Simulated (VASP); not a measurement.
# Re in VASP: a series of runs, part 2 of 2

VASP 6.6.1.

**6. Single point, PBEsol+D4**

INCAR reads:

```
PREC     = Accurate       # precision mode
ENCUT    = 520            # plane-wave cutoff, eV
EDIFF    = 1E-6           # SCF threshold, eV
ISMEAR   = 1              # smearing method
SIGMA    = 0.3            # smearing width, eV
LREAL    = F              # projectors in reciprocal space
LASPH    = T              # aspherical terms in the spheres
NELM     = 80             # most SCF steps
ALGO     = Normal         # electronic algorithm
ISIF     = 2              # what is computed and relaxed
LWAVE    = F              # write WAVECAR
LCHARG   = F              # write CHGCAR
GGA      = PS             # functional
IVDW     = 13             # dispersion correction
NBANDS   = 22             # bands
```

KPOINTS reads:

```
regular mesh
0
Gamma
  7 7 2
```

POSCAR reads:

```
Re
1.0
    2.7663873900      0.0000000000      0.0000000000
   -1.3831937000      2.3957617600      0.0000000000
    0.0000000000      0.0000000000      8.9388451600
Re
4
Direct
    0.0000000000      0.0000000000      0.0000000000
    0.3333333316      0.6666666681      0.2500000000
    0.0041740378      0.0083480755      0.5000000000
    0.6666666720      0.3333333319      0.7500000000
```

Potentials or basis: VASP PAW PBE potentials, release 64 (Re).

Launch:

```
$ cat potpaw_PBE.64/Re/POTCAR > POTCAR
$ mpirun -np 1 vasp_std > vasp.out
```

OUTCAR:

```text
PREC = Accurate
   ENCUT = 520
   EDIFF = 1E-6
   ISMEAR = 1
   LREAL = F
   LASPH = T
   NELM = 80
   ISIF = 2
   GGA = PS
   IVDW = 13

 ion  position               nearest neighbor table
   1  0.000  0.000  0.000-   4 2.75   2 2.75   2 2.75   2 2.75   4 2.75   4 2.75
   2  0.333  0.667  0.250-   3 2.74   1 2.75   1 2.75   1 2.75   3 2.75   3 2.75
   3  0.004  0.008  0.500-   2 2.74   4 2.74   4 2.74   2 2.75   2 2.75   4 2.76
   4  0.667  0.333  0.750-   3 2.74   3 2.74   1 2.75   1 2.75   1 2.75   3 2.76

  LATTYP: Found a hexagonal cell.
 ALAT       =     2.7663873900
 C/A-ratio  =     3.2312340608

  Lattice vectors:

 A1 = (   2.7663873900,   0.0000000000,   0.0000000000)
 A2 = (  -1.3831937000,   2.3957617600,   0.0000000000)
 A3 = (   0.0000000000,   0.0000000000,   8.9388451600)

Analysis of symmetry for initial positions (statically):
=====================================================================
 Subroutine PRICEL returns:
 Original cell was already a primitive cell.

 Routine SETGRP: Setting up the symmetry group for a
 hexagonal supercell.

 Subroutine GETGRP returns: Found  2 space group operations
 (whereof  2 operations were pure point group operations)
 out of a pool of 24 trial point group operations.

The static configuration has the point symmetry C_1h.

Analysis of symmetry for dynamics (positions and initial velocities):
=====================================================================
 Subroutine PRICEL returns:
 Original cell was already a primitive cell.

 Routine SETGRP: Setting up the symmetry group for a
 hexagonal supercell.

 Subroutine GETGRP returns: Found  2 space group operations
 (whereof  2 operations were pure point group operations)
 out of a pool of 24 trial point group operations.

The dynamic configuration has the point symmetry C_1h.

 Subroutine INISYM returns: Found  2 space group operations
 (whereof  2 operations are pure point group operations),
 and found     1 'primitive' translations

----------------------------------------------------------------------------------------

                                     Primitive cell

  volume of cell :      59.2431

  direct lattice vectors                    reciprocal lattice vectors
     2.766387390  0.000000000  0.000000000     0.361482272  0.208701888  0.000000000
    -1.383193700  2.395761760  0.000000000     0.000000000  0.417403774  0.000000000
     0.000000000  0.000000000  8.938845160     0.000000000  0.000000000  0.111871274

  length of vectors
     2.766387390  2.766387396  8.938845160     0.417403775  0.417403774  0.111871274

  position of ions in fractional coordinates (direct lattice)
     0.000000000  0.000000000  0.000000000
     0.333333332  0.666666668  0.250000000
     0.004174038  0.008348076  0.500000000
     0.666666672  0.333333332  0.750000000

  ion indices of the primitive-cell ions
   primitive index   ion index
                 1           1
                 2           2
                 3           3
                 4           4

----------------------------------------------------------------------------------------

 KPOINTS: regular mesh

Automatic generation of k-mesh.
 Grid dimensions read from file:
 generate k-points for:    7    7    2

 Generating k-lattice:

  Cartesian coordinates                     Fractional coordinates (reciprocal lattice)
     0.051640325  0.029814555  0.000000000     0.142857143  0.000000000  0.000000000
     0.000000000  0.059629111  0.000000000     0.000000000  0.142857143  0.000000000
     0.000000000  0.000000000  0.055935637     0.000000000  0.000000000  0.500000000

  Length of vectors
     0.059629111  0.059629111  0.055935637

  Shift w.r.t. Gamma in fractional coordinates (k-lattice)
     0.000000000  0.000000000  0.000000000

 Subroutine IBZKPT returns following result:
 ===========================================

 Found     32 irreducible k-points:

 Following reciprocal coordinates:
            Coordinates               Weight
  0.000000  0.000000  0.000000      1.000000
  0.142857  0.000000  0.000000      4.000000
  0.000000  0.142857  0.000000      2.000000
  0.285714  0.000000  0.000000      4.000000
  0.000000  0.285714  0.000000      2.000000
  0.428571  0.000000  0.000000      4.000000
[... 16 lines left out ...]
  0.000000  0.428571  0.500000      2.000000
  0.142857  0.142857  0.500000      4.000000
 [... further k-points ...]
   k-points           NKPTS =     32   k-points in BZ     NKDIM =     32   number of bands    NBANDS=     22
   number of dos      NEDOS =    301   number of ions     NIONS =      4
   total plane-waves  NPLWV =  40320
   dimension x,y,z NGX =    24 NGY =   24 NGZ =   70
   dimension x,y,z NGXF=    48 NGYF=   48 NGZF=  140
   ions per type =               4
   NGX,Y,Z   is equivalent  to a cutoff of  14.42, 14.42, 13.02 a.u.
   NGXF,Y,Z  is equivalent  to a cutoff of  28.85, 28.85, 26.04 a.u.
 SYSTEM =  unknown system
   PREC   = accura    normal or accurate (medium, high low for compatibility)
   ISTART =      0    job   : 0-new  1-cont  2-samecut
   ICHARG =      2    charge: 1-file 2-atom 10-const
   ISPIN  =      1    spin polarized calculation?
   LNONCOLLINEAR =      F non collinear calculations
   LSORBIT =      F    spin-orbit coupling
   LASPH  =      T    aspherical Exc in radial PAW
   ENCUT  =  520.0 eV  38.22 Ry    6.18 a.u.   5.14  5.14 16.62*2*pi/ulx,y,z
   NELM   =     80;   NELMIN=  2; NELMDL= -5     # of ELM steps
   EDIFF  = 0.1E-05   stopping-criterion for ELM
   LREAL  =      F    real-space projection
   EDIFFG = 0.1E-04   stopping-criterion for IOM
   NSW    =      0    number of steps for IOM
   IBRION =     -1    ionic relax: 0-MD 1-quasi-New 2-CG
   NFREE  =      0    steps in history (QN), initial steepest desc. (CG)
   ISIF   =      2    stress and relaxation
   ISYM   =      2    0-nonsym 1-usesym 2-fastsym
   POTIM  = 0.5000    time-step for ionic-motion
   TEBEG  =    0.0;   TEEND  =   0.0 temperature during run
   PSTRESS=    0.0 pullay stress
   NELECT =      28.0000    total number of electrons
   NUPDOWN=      -1.0000    fix difference up-down
   EMIN   =  10.00;   EMAX   =-10.00  energy-range for DOS
   EFERMI =   0.00;   METHOD = LEGACY
   ISMEAR =     1;   SIGMA  =   0.30  broadening in eV -4-tet -1-fermi 0-gaus
   EFERMI_NEDOS =   21; number of points for ismear=-14 and -15
   IALGO  =     38    algorithm
   IMIX   =      4    mixing-type and parameters
     AMIX     =   0.40;   BMIX     =  1.00
     AMIX_MAG =   1.60;   BMIX_MAG =  1.00
  volume/ion in A,a.u.               =      14.81        99.95
  Fermi-wavevector in a.u.,A,eV,Ry     =   1.275209  2.409796 22.125236  1.626159
  Thomas-Fermi vector in A             =   2.407934
   LORBIT       =      0    0 simple, 1 ext, 2 COOP (PROOUT), +10 PAW based schemes
   GGA     = PS    functional components
   LHFCALC =     F    Hartree Fock is set to
   AEXX    =    0.0000 exact exchange contribution
   IVDW    =    13    specifies the selected vdW correction
   LEPSILON=     F    determine dielectric tensor
   LRPA    =     F    only Hartree local field effects (RPA)
 non-spin polarized calculation
 Methfessel and Paxton  Order N= 1 SIGMA  =   0.30
  energy-cutoff  :      520.00
  volume of cell :       59.24
 maximum number of plane-waves:      1611
 NGX is ok and might be reduce to    24
   NGX = 11   NGY = 11   NGZ = 33

 number of electron      27.9999999 magnetization

 Free energy of the ion-electron system (eV)
  ---------------------------------------------------
  ext. energy  EPLUGINS =         0.00000000
  ---------------------------------------------------
  free energy    TOTEN  =       -53.46772421 eV

  energy without entropy =      -53.44374476  energy(sigma->0) =      -53.45973106

 E-fermi :   7.7388     XC(G=0): -13.7814

 val. band max:        7.7026684700   @ k =   0.2857   0.0000   0.0000
 cond. band min:       7.7392748975   @ k =   0.0000   0.4286   0.5000
 fundamental gap:      0.0366064274
 Fermi energy:         7.7387774044

 k-point     1 :       0.0000    0.0000    0.0000
  band No.  band energies     occupation
      1      -2.2177      2.00000
      2       0.0803      2.00000
      3       0.1774      2.00000
      4       1.0662      2.00000
      5       5.1929      2.00000
      6       5.2896      2.00000
[... 574 lines left out ...]
      6       3.7366      2.00000
[... 14 lines left out ...]
     21      11.1031     -0.00000
     22      11.1124     -0.00000

 [... further k-points ...]

------------------------ aborting loop because EDIFF is reached ----------------------------------------

  DFT-D4 for vdW energy calculation

  Edisp (eV):   -1.63627

  FORCE on cell =-STRESS in cart. coord.  units (eV):
  Direction    XX          YY          ZZ          XY          YZ          ZX
  --------------------------------------------------------------------------------------
  -------------------------------------------------------------------------------------
  Total      -4.49823    -4.49977    -3.33121     0.00000    -0.00183     0.00000
  in kB    -121.65052  -121.69224   -90.08964     0.00000    -0.04961     0.00000
  external pressure =     -111.14 kB  Pullay stress =        0.00 kB

 VOLUME and BASIS-vectors are now :
 -----------------------------------------------------------------------------
  energy-cutoff  :      520.00
  volume of cell :       59.24
      direct lattice vectors                 reciprocal lattice vectors
     2.766387390  0.000000000  0.000000000     0.361482272  0.208701888  0.000000000
    -1.383193700  2.395761760  0.000000000     0.000000000  0.417403774  0.000000000
     0.000000000  0.000000000  8.938845160     0.000000000  0.000000000  0.111871274

 POSITION                                       TOTAL-FORCE (eV/Angst)
 -----------------------------------------------------------------------------------
      0.00000      0.00000      0.00000        -0.000000      0.009665     -0.000678
     -0.00000      1.59717      2.23471        -0.000000      0.030797     -0.001113
      0.00000      0.02000      4.46942         0.000000     -0.070735      0.001267
      1.38319      0.79859      6.70413        -0.000000      0.030273      0.000524
 -----------------------------------------------------------------------------------
    total drift:                               -0.000000     -0.000043     -0.000143

  FREE ENERGIE OF THE ION-ELECTRON SYSTEM (eV)
  ---------------------------------------------------
  free  energy   TOTEN  =       -55.1039905596 eV

  energy  without entropy=      -55.0800111057  energy(sigma->0) =      -55.09599741
```

Wall time 1.9 min (1 thread of Intel Xeon 8259CL, shared host); peak memory 0.2 GiB.

Results:

| Property | Result |
| --- | --- |
| Free energy | -55.1040 eV |
| Pressure | -11.1 GPa |
| Largest force | 0.071 eV/Å |
| Band gap on the k mesh | zero (bands 14 and 15 overlap by 1.71 eV) |
| Dispersion energy per atom | -0.409 eV |

Forces on the atoms (eV/Å):
```
Re   0.000  0.010 -0.001
Re   0.000  0.031 -0.001
Re   0.000 -0.071  0.001
Re   0.000  0.030  0.001
```

Stress tensor (GPa, compression positive):
```
-12.17   0.00   0.00
  0.00 -12.17   0.00
  0.00   0.00  -9.01
```

Caveat: the k points lie up to 0.37 Å⁻¹ apart, too coarse for converged energies and pressures of a metal; so wide a smearing shifts energies and pressures; the PAW data sets were made with another functional, which shifts forces and pressure a little; spin-orbit coupling is left out, which moves the levels of the heavy elements.
